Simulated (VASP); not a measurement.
# Li2Se (Fm-3m) in VASP: notebook, part 2 of 2

VASP 6.6.1.

## (4) Relaxation of cell and atoms, PBEsol, target pressure 1 GPa, at which the enthalpy is minimised

This run uses another cell than the first one, of 17.51 Å³/atom, 1.027 times its volume.

INCAR

```
SYSTEM = Li2Se
PREC = Accurate ; ENCUT = 750
EDIFF = 1E-7 ; ISMEAR = 0
SIGMA = 0.01 ; LREAL = .False.
LASPH = .True. ; NELM = 120
ALGO = Normal ; ISIF = 3
LWAVE = .False. ; LCHARG = .False.
GGA = PS ; IBRION = 2
NSW = 100 ; EDIFFG = -0.002
PSTRESS = 10.0 ; GGA_COMPAT = .False.
NELMIN = 4
```

KPOINTS

```
regular mesh
0
Gamma
  6 6 6
  0 0 0
```

POSCAR

```
Li2Se
1.0
    0.0000000000      2.9723716869      2.9723716869
    2.9723716869      0.0000000000      2.9723716869
    2.9723716869      2.9723716869      0.0000000000
Li Se
2 1
Direct
    0.2500000000      0.2500000000      0.2500000000
    0.7500000000      0.7500000000      0.7500000000
    0.0000000000      0.0000000000      0.0000000000
```

Potentials or basis: VASP PAW PBE potentials, release 64 (Li_sv, Se).

The run is started by

```bash
> cat potpaw_PBE.64/Li_sv/POTCAR potpaw_PBE.64/Se/POTCAR > POTCAR
> mpirun -np 1 vasp_std > vasp.out
```

OUTCAR:

```text
SYSTEM = Li2Se
   PREC = Accurate
   ENCUT = 750
   EDIFF = 1E-7
   ISMEAR = 0
   LREAL = .False.
   LASPH = .True.
   NELM = 120
   ISIF = 3
   GGA = PS
   IBRION = 2
   NSW = 100
   EDIFFG = -0.002
   PSTRESS = 10.0
   NELMIN = 4

 ion  position               nearest neighbor table
   1  0.250  0.250  0.250-   3 2.57   3 2.57   3 2.57   3 2.57
   2  0.750  0.750  0.750-   3 2.57   3 2.57   3 2.57   3 2.57
   3  0.000  0.000  0.000-   2 2.57   2 2.57   2 2.57   1 2.57   1 2.57   1 2.57   2 2.57   1 2.57

  LATTYP: Found a face centered cubic cell.
 ALAT       =     5.9447433738

  Lattice vectors:

 A1 = (   0.0000000000,   2.9723716869,   2.9723716869)
 A2 = (   2.9723716869,   0.0000000000,   2.9723716869)
 A3 = (   2.9723716869,   2.9723716869,   0.0000000000)

Analysis of symmetry for initial positions (statically):
=====================================================================
 Subroutine PRICEL returns:
 Original cell was already a primitive cell.

 Routine SETGRP: Setting up the symmetry group for a
 face centered cubic supercell.

 Subroutine GETGRP returns: Found 48 space group operations
 (whereof 48 operations were pure point group operations)
 out of a pool of 48 trial point group operations.

The static configuration has the point symmetry O_h .

Analysis of symmetry for dynamics (positions and initial velocities):
=====================================================================
 Subroutine PRICEL returns:
 Original cell was already a primitive cell.

 Routine SETGRP: Setting up the symmetry group for a
 face centered cubic supercell.

 Subroutine GETGRP returns: Found 48 space group operations
 (whereof 48 operations were pure point group operations)
 out of a pool of 48 trial point group operations.

The dynamic configuration has the point symmetry O_h .

 Subroutine INISYM returns: Found 48 space group operations
 (whereof 48 operations are pure point group operations),
 and found     1 'primitive' translations

----------------------------------------------------------------------------------------

                                     Primitive cell

  volume of cell :      52.5218

  direct lattice vectors                    reciprocal lattice vectors
     0.000000000  2.972371687  2.972371687    -0.168215840  0.168215840  0.168215840
     2.972371687  0.000000000  2.972371687     0.168215840 -0.168215840  0.168215840
     2.972371687  2.972371687  0.000000000     0.168215840  0.168215840 -0.168215840

  length of vectors
     4.203568352  4.203568352  4.203568352     0.291358381  0.291358381  0.291358381

  position of ions in fractional coordinates (direct lattice)
     0.250000000  0.250000000  0.250000000
     0.750000000  0.750000000  0.750000000
     0.000000000  0.000000000  0.000000000

  ion indices of the primitive-cell ions
   primitive index   ion index
                 1           1
                 2           2
                 3           3

----------------------------------------------------------------------------------------

 KPOINTS: regular mesh

Automatic generation of k-mesh.
 Grid dimensions read from file:
[... 25 lines left out ...]
  0.500000  0.000000  0.000000      4.000000
  0.166667  0.166667  0.000000      6.000000
  0.333333  0.166667  0.000000     24.000000
[... 8 lines left out ...]
 -0.333333  0.333333  0.166667     24.000000
 -0.333333  0.500000  0.166667     12.000000
   k-points           NKPTS =     16   k-points in BZ     NKDIM =     16   number of bands    NBANDS=     10
   number of dos      NEDOS =    301   number of ions     NIONS =      3
   total plane-waves  NPLWV =  64000
   dimension x,y,z NGX =    40 NGY =   40 NGZ =   40
   dimension x,y,z NGXF=    80 NGYF=   80 NGZF=   80
   ions per type =               2   1
   NGX,Y,Z   is equivalent  to a cutoff of  15.82, 15.82, 15.82 a.u.
   NGXF,Y,Z  is equivalent  to a cutoff of  31.64, 31.64, 31.64 a.u.
 SYSTEM =  Li2Se
   PREC   = accura    normal or accurate (medium, high low for compatibility)
   ISTART =      0    job   : 0-new  1-cont  2-samecut
   ICHARG =      2    charge: 1-file 2-atom 10-const
   ISPIN  =      1    spin polarized calculation?
   LNONCOLLINEAR =      F non collinear calculations
   LSORBIT =      F    spin-orbit coupling
   LASPH  =      T    aspherical Exc in radial PAW
   ENCUT  =  750.0 eV  55.12 Ry    7.42 a.u.   9.39  9.39  9.39*2*pi/ulx,y,z
   NELM   =    120;   NELMIN=  4; NELMDL= -5     # of ELM steps
   EDIFF  = 0.1E-06   stopping-criterion for ELM
   LREAL  =      F    real-space projection
   EDIFFG = -.2E-02   stopping-criterion for IOM
   NSW    =    100    number of steps for IOM
   IBRION =      2    ionic relax: 0-MD 1-quasi-New 2-CG
   NFREE  =      1    steps in history (QN), initial steepest desc. (CG)
   ISIF   =      3    stress and relaxation
   ISYM   =      2    0-nonsym 1-usesym 2-fastsym
   POTIM  = 0.5000    time-step for ionic-motion
   TEBEG  =    0.0;   TEEND  =   0.0 temperature during run
   PSTRESS=   10.0 pullay stress
   NELECT =      12.0000    total number of electrons
   NUPDOWN=      -1.0000    fix difference up-down
   EMIN   =  10.00;   EMAX   =-10.00  energy-range for DOS
   EFERMI =   0.00;   METHOD = LEGACY
   ISMEAR =     0;   SIGMA  =   0.01  broadening in eV -4-tet -1-fermi 0-gaus
   EFERMI_NEDOS =   21; number of points for ismear=-14 and -15
   IALGO  =     38    algorithm
   IMIX   =      4    mixing-type and parameters
     AMIX     =   0.40;   BMIX     =  1.00
     AMIX_MAG =   1.60;   BMIX_MAG =  1.00
  volume/ion in A,a.u.               =      17.51       118.14
  Fermi-wavevector in a.u.,A,eV,Ry     =   1.000819  1.891273 13.628117  1.001638
  Thomas-Fermi vector in A             =   2.133200
   LORBIT       =      0    0 simple, 1 ext, 2 COOP (PROOUT), +10 PAW based schemes
   GGA     = PS    functional components
   LHFCALC =     F    Hartree Fock is set to
   AEXX    =    0.0000 exact exchange contribution
   IVDW    =     0    specifies the selected vdW correction
   LEPSILON=     F    determine dielectric tensor
   LRPA    =     F    only Hartree local field effects (RPA)
 conjugate gradient relaxation of ions
 non-spin polarized calculation
 Gauss-broadening in eV      SIGMA  =   0.01
  energy-cutoff  :      750.00
  volume of cell :       52.52
 maximum number of plane-waves:      2475
 NGX is ok and might be reduce to    40
   NGX = 19   NGY = 19   NGZ = 19

--------------------------------------- Ionic step        1  -------------------------------------------

 number of electron      12.0000000 magnetization

 Free energy of the ion-electron system (eV)
  ---------------------------------------------------
  ext. energy  EPLUGINS =         0.00000000
  ---------------------------------------------------
  free energy    TOTEN  =       -11.55939723 eV

  energy without entropy =      -11.55939723  energy(sigma->0) =      -11.55939723

------------------------ aborting loop because EDIFF is reached ----------------------------------------

  FORCE on cell =-STRESS in cart. coord.  units (eV):
  Direction    XX          YY          ZZ          XY          YZ          ZX
  --------------------------------------------------------------------------------------
  -------------------------------------------------------------------------------------
  Total        0.0051550      0.0051550      0.0051550     -0.0000000     -0.0000000      0.0000000
  in kB        0.1572528      0.1572528      0.1572528     -0.0000000     -0.0000000      0.0000000
  external PRESSURE =      -9.8427472 kB  Pullay stress =      10.0000000 kB
[... 26 lines left out ...]
--------------------------------------- Ionic step        2  -------------------------------------------

 number of electron      11.9999998 magnetization

 E-fermi :   1.2976     XC(G=0):  -8.5504

 val. band max:        1.1843296663   @ k =   0.0000   0.0000   0.0000
 cond. band min:       3.9778863702   @ k =   0.5000   0.5000   0.0000
 fundamental gap:      2.7935567039
 Fermi energy:         1.2975558032

 k-point     1 :       0.0000    0.0000    0.0000
  band No.  band energies     occupation
      1     -42.7631      2.00000
      2     -42.7323      2.00000
      3     -10.3503      2.00000
      4       1.1843      2.00000
      5       1.1843      2.00000
      6       1.1843      2.00000
      7       4.6152      0.00000
      8       6.7690      0.00000
      9       6.7690      0.00000
     10       6.7690      0.00000
[... 231 lines left out ...]
--------------------------------------- Ionic step        3  -------------------------------------------

 number of electron      11.9999998 magnetization

 Free energy of the ion-electron system (eV)
  ---------------------------------------------------
  ext. energy  EPLUGINS =         0.00000000
  ---------------------------------------------------
  free energy    TOTEN  =       -11.55520993 eV

  energy without entropy =      -11.55520993  energy(sigma->0) =      -11.55520993

 E-fermi :   1.4204     XC(G=0):  -8.5895

 val. band max:        1.2469149149   @ k =   0.0000   0.0000   0.0000
 cond. band min:       4.0302463317   @ k =   0.5000   0.5000   0.0000
 fundamental gap:      2.7833314168
 Fermi energy:         1.4203642923

 k-point     1 :       0.0000    0.0000    0.0000
  band No.  band energies     occupation
      1     -42.6859      2.00000
      2     -42.6536      2.00000
      3     -10.3174      2.00000
      4       1.2469      2.00000
      5       1.2469      2.00000
      6       1.2469      2.00000
      7       4.7229      0.00000
      8       6.8350      0.00000
      9       6.8350      0.00000
     10       6.8350      0.00000
[... 227 lines left out ...]
  energy  without entropy=      -11.5552099306  energy(sigma->0) =      -11.55520993

  enthalpy is  TOTEN    =       -11.2358208993 eV   P V=        0.3193890313

 reached required accuracy - stopping structural energy minimisation
```

OSZICAR:

```text
N       E                     dE             d eps       ncg     rms          rms(c)
DAV:   1     0.451687420406E+02    0.45169E+02   -0.69937E+03   320   0.150E+03
DAV:   2    -0.577315324344E+01   -0.50942E+02   -0.49383E+02   390   0.226E+02
DAV:   3    -0.114160844828E+02   -0.56429E+01   -0.56252E+01   526   0.575E+01
[... 24 lines left out ...]
DAV:   3    -0.115552465023E+02    0.62241E-03   -0.22203E-03   336   0.284E-01    0.868E-02
DAV:   4    -0.115552142402E+02    0.32262E-04   -0.10780E-04   488   0.785E-02    0.310E-02
DAV:   5    -0.115552123025E+02    0.19377E-05   -0.24599E-05   618   0.351E-02    0.151E-02
DAV:   6    -0.115552099754E+02    0.23271E-05   -0.28228E-06   542   0.176E-02    0.255E-03
DAV:   7    -0.115552099306E+02    0.44844E-07   -0.36555E-07   308   0.473E-03
   3 F= -.11235821E+02 E0= -.11235821E+02  d E =-.423862E-02
```

Wall time 32 s (1 thread of Intel Xeon Platinum 8488C (Sapphire Rapids), shared host); peak memory 0.24 GiB.

What came out:

```
Free energy                                            : -11.5552 eV
Relaxed volume                                         : 17.06 Å³/atom
Relaxed cell                                           : a = 4.167 Å, b = 4.167 Å, c = 4.167 Å, α = 60.00°, β = 60.00°, γ = 60.00°
Space group after relaxing (to 0.05 Å)                 : Fm-3m (No. 225)
Energy change on relaxing (the enthalpy is what falls) : +1.4 meV/atom
Ionic steps                                            : 3
Pressure after relaxing                                : 1.0 GPa
Band gap on the k mesh                                 : 2.78 eV, indirect (least direct gap 3.48 eV)
```

Step by step:
```
step  energy change (eV)  largest force (eV/Å)  pressure (GPa)  volume (Å³)
   1              0.0000                0.0000            0.02        52.52
   2              0.0015                0.0000            0.59        51.71
   3              0.0042                0.0000            1.00        51.17
```

Final structure:
```
CELL_PARAMETERS angstrom
0.00000 2.94668 2.94668
2.94668 0.00000 2.94668
2.94668 2.94668 0.00000
ATOMIC_POSITIONS crystal
Li 0.25000 0.25000 0.25000
Li 0.75000 0.75000 0.75000
Se 0.00000 0.00000 0.00000
```

Caveat: the cell is relaxed towards a set pressure, so the enthalpy falls and the energy may rise; the PAW data sets were made with another functional, which shifts forces and pressure a little.

## (5) The runs side by side

```tsv
task	cell	gap on the mesh (eV)	pressure (GPa)
single point	a = 4.166 Å, angles 60.0°, 3 atoms	2.78	1.0
single point	a = 4.132 Å, angles 60.0°, 3 atoms	2.76	2.0
relaxation of cell and atoms	relaxed to 1 GPa from a = 4.204 Å, angles 60.0°, 3 atoms	2.78	1.0
```

Alike in all rows: level PBEsol; potentials or basis VASP PAW PBE potentials, release 64 (Li_sv, Se); no spin polarisation; k mesh 6 × 6 × 6; cutoff (eV) 750; smearing gaussian 0.01 eV.

Caveats: the PAW data sets were made with another functional, which shifts forces and pressure a little; the cell is relaxed towards a set pressure, so the enthalpy falls and the energy may rise (some runs).

Absolute energies hang on the potentials; compare differences alone.
